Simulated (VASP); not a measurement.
# Hf2N (Pnnm) in VASP: further runs

Runs on Hf2N. Level: LDA. Tasks: single point.

All numbers are computed with VASP 6.6.1; they aren't measurements. Logs are shortened: lines on timing, memory, paths and dates and some standing lists are left out, and cuts for length are marked.

### 1 The cell of the first run

The structure is orthorhombic, space group Pnnm (No. 58). Conventional cell: a = 5.252 Å, b = 5.620 Å, c = 3.201 Å, α = 90.00°, β = 90.00°, γ = 90.00°. Hf (site symmetry m) has 3 N at 2.26 to 2.27 Å within 3.0 Å. N (site symmetry 2/m) has 6 Hf at 2.26 to 2.27 Å within 3.0 Å.

### 2 Single point, LDA (mode 4 frozen in at -0.205 Å, normal strain along x +0.0700)

INCAR

```
SYSTEM = Hf2N
ALGO     = Normal         ! electronic algorithm
EDIFF    = 1E-6           ! SCF threshold, eV
ENCUT    = 520            ! plane-wave cutoff, eV
GGA      = CA             ! functional
ISIF     = 2              ! what is computed and relaxed
ISMEAR   = 0              ! smearing method
LASPH    = .True.         ! aspherical terms in the spheres
LCHARG   = .False.        ! write CHGCAR
LREAL    = .False.        ! projectors in reciprocal space
LWAVE    = .False.        ! write WAVECAR
NBANDS   = 34             ! bands
NELM     = 100            ! most SCF steps
PREC     = Accurate       ! precision mode
SIGMA    = 0.15           ! smearing width, eV
```

KPOINTS

```
k-points
0
Gamma
  8 8 12
  0 0 0
```

POSCAR

```
Hf2N
1.0
    5.6198096911      0.0000000000      0.0000000000
    0.0000000000      5.2521585898      0.0000000000
    0.0000000000      0.0000000000      3.2005839592
Hf N
4 2
Direct
    0.2678039453      0.3230029221      0.0000000000
    0.7321960547      0.6769970779      0.0000000000
    0.7678039453      0.1769970779      0.5000000000
    0.2321960547      0.8230029221      0.5000000000
    0.0000000000      0.0000000000      0.0000000000
    0.5000000000      0.5000000000      0.5000000000
```

Potentials or basis: VASP PAW LDA potentials, release 64 (Hf_pv, N).

Run with:

```sh
cat potpaw_LDA.64/Hf_pv/POTCAR potpaw_LDA.64/N/POTCAR > POTCAR
mpirun -np 1 vasp_std > vasp.out
```

OUTCAR:

```text
SYSTEM = Hf2N
   EDIFF = 1E-6
   ENCUT = 520
   GGA = CA
   ISIF = 2
   ISMEAR = 0
   LASPH = .True.
   LREAL = .False.
   NELM = 100
   PREC = Accurate

 ion  position               nearest neighbor table
   1  0.268  0.323  0.000-   6 2.26   6 2.26   5 2.27   4 3.08   4 3.08   4 3.08   4 3.08   2 3.20
                             3 3.32   3 3.32   3 3.32   3 3.32   2 3.54
   2  0.732  0.677  0.000-   6 2.26   6 2.26   5 2.27   3 3.08   3 3.08   3 3.08   3 3.08   1 3.20
                             4 3.32   4 3.32   4 3.32   4 3.32   1 3.54
   3  0.768  0.177  0.500-   5 2.26   5 2.26   6 2.27   2 3.08   2 3.08   2 3.08   2 3.08   4 3.20
                             1 3.32   1 3.32   1 3.32   1 3.32   4 3.54
   4  0.232  0.823  0.500-   5 2.26   5 2.26   6 2.27   1 3.08   1 3.08   1 3.08   1 3.08   3 3.20
                             2 3.32   2 3.32   2 3.32   2 3.32   3 3.54
   5  0.000  0.000  0.000-   3 2.26   4 2.26   3 2.26   4 2.26   1 2.27   2 2.27
   6  0.500  0.500  0.500-   1 2.26   2 2.26   1 2.26   2 2.26   3 2.27   4 2.27

  LATTYP: Found a simple orthorhombic cell.
 ALAT       =     3.2005839592
 B/A-ratio  =     1.6410000977
 C/A-ratio  =     1.7558701046

  Lattice vectors:

 A1 = (   0.0000000000,   0.0000000000,  -3.2005839592)
 A2 = (   0.0000000000,   5.2521585898,   0.0000000000)
 A3 = (   5.6198096911,   0.0000000000,   0.0000000000)

Analysis of symmetry for initial positions (statically):
=====================================================================
 Subroutine PRICEL returns:
 Original cell was already a primitive cell.

 Routine SETGRP: Setting up the symmetry group for a
 simple orthorhombic supercell.

 Subroutine GETGRP returns: Found  8 space group operations
 (whereof  4 operations were pure point group operations)
 out of a pool of  8 trial point group operations.

The static configuration has the point symmetry C_2h.
 The point group associated with its full space group is D_2h.

Analysis of symmetry for dynamics (positions and initial velocities):
=====================================================================
 Subroutine PRICEL returns:
 Original cell was already a primitive cell.

 Routine SETGRP: Setting up the symmetry group for a
 simple orthorhombic supercell.

 Subroutine GETGRP returns: Found  8 space group operations
 (whereof  4 operations were pure point group operations)
 out of a pool of  8 trial point group operations.

The dynamic configuration has the point symmetry C_2h.
 The point group associated with its full space group is D_2h.

 Subroutine INISYM returns: Found  8 space group operations
[... 110 lines left out ...]
   NFREE  =      0    steps in history (QN), initial steepest desc. (CG)
   ISIF   =      2    stress and relaxation
   ISYM   =      2    0-nonsym 1-usesym 2-fastsym
   POTIM  = 0.5000    time-step for ionic-motion
   TEBEG  =    0.0;   TEEND  =   0.0 temperature during run
   PSTRESS=    0.0 pullay stress
   NELECT =      50.0000    total number of electrons
   NUPDOWN=      -1.0000    fix difference up-down
   EMIN   =  10.00;   EMAX   =-10.00  energy-range for DOS
   EFERMI =   0.00;   METHOD = LEGACY
   ISMEAR =     0;   SIGMA  =   0.15  broadening in eV -4-tet -1-fermi 0-gaus
   EFERMI_NEDOS =   21; number of points for ismear=-14 and -15
   IALGO  =     38    algorithm
   IMIX   =      4    mixing-type and parameters
     AMIX     =   0.40;   BMIX     =  1.00
     AMIX_MAG =   1.60;   BMIX_MAG =  1.00
  volume/ion in A,a.u.               =      15.74       106.25
  Fermi-wavevector in a.u.,A,eV,Ry     =   1.324246  2.502462 23.859544  1.753627
  Thomas-Fermi vector in A             =   2.453795
   LORBIT       =      0    0 simple, 1 ext, 2 COOP (PROOUT), +10 PAW based schemes
   GGA     = CA    functional components
   LHFCALC =     F    Hartree Fock is set to
   AEXX    =    0.0000 exact exchange contribution
   IVDW    =     0    specifies the selected vdW correction
   LEPSILON=     F    determine dielectric tensor
   LRPA    =     F    only Hartree local field effects (RPA)
 non-spin polarized calculation
 Gauss-broadening in eV      SIGMA  =   0.15
  energy-cutoff  :      520.00
  volume of cell :       94.47
 maximum number of plane-waves:      2578
 NGX is ok and might be reduce to    42
   NGX = 21   NGY = 19   NGZ = 11

 number of electron      50.0000003 magnetization

 Free energy of the ion-electron system (eV)
  ---------------------------------------------------
  ext. energy  EPLUGINS =         0.00000000
  ---------------------------------------------------
  free energy    TOTEN  =       -68.90356435 eV

  energy without entropy =      -68.87273139  energy(sigma->0) =      -68.88814787

 E-fermi :   5.5322     XC(G=0): -12.0373

 val. band max:        5.5284707164   @ k =   0.3750   0.2500   0.4167
 cond. band min:       5.5344004586   @ k =   0.0000   0.3750   0.2500
 fundamental gap:      0.0059297422
 Fermi energy:         5.5322052916

 k-point     1 :       0.0000    0.0000    0.0000
  band No.  band energies     occupation
      1     -25.4039      2.00000
      2     -25.1153      2.00000
      3     -25.0517      2.00000
      4     -24.8223      2.00000
      5     -24.7113      2.00000
      6     -24.6279      2.00000
[... 877 lines left out ...]
     33       9.1727      0.00000
     34       9.1727      0.00000

 [... further k-points ...]

------------------------ aborting loop because EDIFF is reached ----------------------------------------

  FORCE on cell =-STRESS in cart. coord.  units (eV):
  Direction    XX          YY          ZZ          XY          YZ          ZX
  --------------------------------------------------------------------------------------
  -------------------------------------------------------------------------------------
  Total      -14.9527497     -2.8765172     -5.3984679      0.0000000      0.0000000      0.0000000
  in kB     -253.5963399    -48.7852908    -91.5571877      0.0000000      0.0000000      0.0000000
  external PRESSURE =    -131.3129395 kB  Pullay stress =       0.0000000 kB

 VOLUME and BASIS-vectors are now :
 -----------------------------------------------------------------------------
  energy-cutoff  :      520.00
  volume of cell :       94.47
      direct lattice vectors                 reciprocal lattice vectors
     5.619809691  0.000000000  0.000000000     0.177941969  0.000000000  0.000000000
     0.000000000  5.252158590  0.000000000     0.000000000  0.190397906  0.000000000
     0.000000000  0.000000000  3.200583959     0.000000000  0.000000000  0.312442983

 POSITION                                       TOTAL-FORCE (eV/Angst)
 -----------------------------------------------------------------------------------
      1.50501      1.69646      0.00000         0.635991     -0.114236     -0.000000
      4.11480      3.55570      0.00000        -0.635991      0.114236      0.000000
      4.31491      0.92962      1.60029         0.635991      0.114236      0.000000
      1.30490      4.32254      1.60029        -0.635991     -0.114236     -0.000000
      0.00000      0.00000      0.00000         0.000000      0.000000      0.000000
      2.80990      2.62608      1.60029         0.000000      0.000000      0.000000
 -----------------------------------------------------------------------------------
    total drift:                               -0.000000      0.000000      0.000000

  FREE ENERGIE OF THE ION-ELECTRON SYSTEM (eV)
  ---------------------------------------------------
  free  energy   TOTEN  =       -68.9035643490 eV

  energy  without entropy=      -68.8727313915  energy(sigma->0) =      -68.88814787
```

stdout:

```text
POSCAR found type information on POSCAR HfN
 POSCAR found :  2 types and       6 ions
 scaLAPACK will be used
 LDA part: xc-table for (Slater(with rela. corr.)+CA(PZ))
 , standard interpolation
 POSCAR, INCAR and KPOINTS ok, starting setup
 FFT: planning ... GRIDC
 FFT: planning ... GRID_SOFT
 FFT: planning ... GRID
 WAVECAR not read
 entering main loop
```

Wall time 7 min (1 thread of Oxide Virtual Turin-like, shared host); peak memory 0.46 GiB.

Results:

```yaml
Free_energy: -68.9036 eV
Pressure: -13.1 GPa
Largest_force: 0.646 eV/Å
Band_gap_on_the_k_mesh: zero (band 25 reaches 6.77 eV, above the bottom of band 26 at 4.61 eV)
```

Forces in eV/Å, atoms in the order of the input:
```
Hf   0.636 -0.114  0.000
Hf  -0.636  0.114  0.000
Hf   0.636  0.114  0.000
Hf  -0.636 -0.114  0.000
N    0.000  0.000  0.000
N    0.000  0.000  0.000
```

Stress tensor (GPa, compression positive):
```
-25.36   0.00   0.00
  0.00  -4.88   0.00
  0.00   0.00  -9.16
```

Levels at points of the mesh, in eV from the Fermi level:
| k point | band 22 | band 23 | band 24 | band 25 | band 26 | band 27 | band 28 | band 29 |
| --- | --- | --- | --- | --- | --- | --- | --- | --- |
| (0.00, 0.00, 0.00) | -2.14 | -0.07 | 0.14 | 0.32 | 1.21 | 1.25 | 1.52 | 1.83 |
| (0.50, 0.00, 0.00) | -2.46 | -1.14 | -1.14 | 1.24 | 1.24 | 1.61 | 1.61 | 1.89 |
| (0.00, 0.50, 0.00) | -2.32 | -0.84 | -0.84 | 0.93 | 0.93 | 1.78 | 1.78 | 2.50 |
| (0.50, 0.50, 0.00) | -1.56 | -1.41 | -1.41 | 0.59 | 0.59 | 0.99 | 0.99 | 2.33 |
| (0.00, 0.00, 0.50) | -1.36 | -0.98 | -0.98 | -0.93 | -0.93 | 2.18 | 2.18 | 3.10 |
| (0.50, 0.00, 0.50) | -1.29 | -0.90 | -0.90 | -0.72 | -0.72 | 1.18 | 1.18 | 2.14 |
| (0.00, 0.50, 0.50) | -2.27 | -1.13 | -1.13 | -0.71 | -0.71 | 2.24 | 2.24 | 3.80 |
| (0.50, 0.50, 0.50) | -1.63 | -1.24 | -1.24 | -0.21 | -0.21 | 1.90 | 1.90 | 2.61 |

Caveat: the cell differs from its parent crystal (mode 4 frozen in at -0.205 Å, normal strain along x +0.0700); spin-orbit coupling is left out, which moves the levels of the heavy elements.

### 3 Single point, LDA (mode 4 frozen in at +0.205 Å, normal strain along x -0.0700)

INCAR

```
SYSTEM = Hf2N
PREC = Accurate ; ENCUT = 520
EDIFF = 1E-6 ; ISMEAR = 0
SIGMA = 0.15 ; LREAL = .FALSE.
LASPH = .TRUE. ; NELM = 100
ALGO = Normal ; ISIF = 2
LWAVE = .FALSE. ; LCHARG = .FALSE.
GGA = CA ; NBANDS = 34
```

KPOINTS

```
Automatic mesh
0
G
  8 8 12
  0 0 0
```

POSCAR

```
Hf2N
1.0
    4.8845074885      0.0000000000      0.0000000000
    0.0000000000      5.2521585898      0.0000000000
    0.0000000000      0.0000000000      3.2005839592
Hf N
4 2
Direct
    0.3230029221      0.2678039453      0.0000000000
    0.6769970779      0.7321960547      0.0000000000
    0.8230029221      0.2321960547      0.5000000000
    0.1769970779      0.7678039453      0.5000000000
    0.0000000000      0.0000000000      0.0000000000
    0.5000000000      0.5000000000      0.5000000000
```

Potentials or basis: VASP PAW LDA potentials, release 64 (Hf_pv, N).

Run with:

```sh
cat potpaw_LDA.64/Hf_pv/POTCAR potpaw_LDA.64/N/POTCAR > POTCAR
mpirun -np 1 vasp_std > vasp.out
```

Run time: 6.8 min. Hardware: 1 thread of Oxide Virtual Turin-like, shared host; peak memory 0.41 GiB.

Results (log left out):

```
Free energy            : -68.7542 eV
Pressure               : 17.6 GPa
Largest force          : 0.615 eV/Å
Band gap on the k mesh : zero (band 25 reaches 7.84 eV, above the bottom of band 26 at 5.67 eV)
```

Forces in eV/Å, atoms in the order of the input:
```
Hf  -0.257  0.558  0.000
Hf   0.257 -0.558  0.000
Hf  -0.257 -0.558  0.000
Hf   0.257  0.558  0.000
N    0.000  0.000  0.000
N    0.000  0.000  0.000
```

Stress tensor (GPa, compression positive):
```
36.35  0.00  0.00
 0.00  8.50  0.00
 0.00  0.00  7.92
```

Levels at points of the mesh, in eV from the Fermi level:
```tsv
k point	band 23	band 24	band 25	band 26	band 27	band 28
(0.00, 0.00, 0.00)	0.33	0.43	0.51	0.68	0.77	1.85
(0.50, 0.00, 0.00)	-0.84	-0.84	1.18	1.18	2.16	2.16
(0.00, 0.50, 0.00)	-1.33	-1.33	1.08	1.08	1.86	1.86
(0.50, 0.50, 0.00)	-1.40	-1.40	0.88	0.88	1.10	1.10
(0.00, 0.00, 0.50)	-1.13	-1.13	-1.00	-1.00	2.74	2.74
(0.50, 0.00, 0.50)	-1.32	-1.32	-0.84	-0.84	2.59	2.59
(0.00, 0.50, 0.50)	-1.12	-1.12	-0.73	-0.73	1.52	1.52
(0.50, 0.50, 0.50)	-1.41	-1.41	-0.12	-0.12	2.34	2.34
```

Caveat: the cell differs from its parent crystal (mode 4 frozen in at +0.205 Å, normal strain along x -0.0700); spin-orbit coupling is left out, which moves the levels of the heavy elements.

(Part 1 of 2 ends here.)
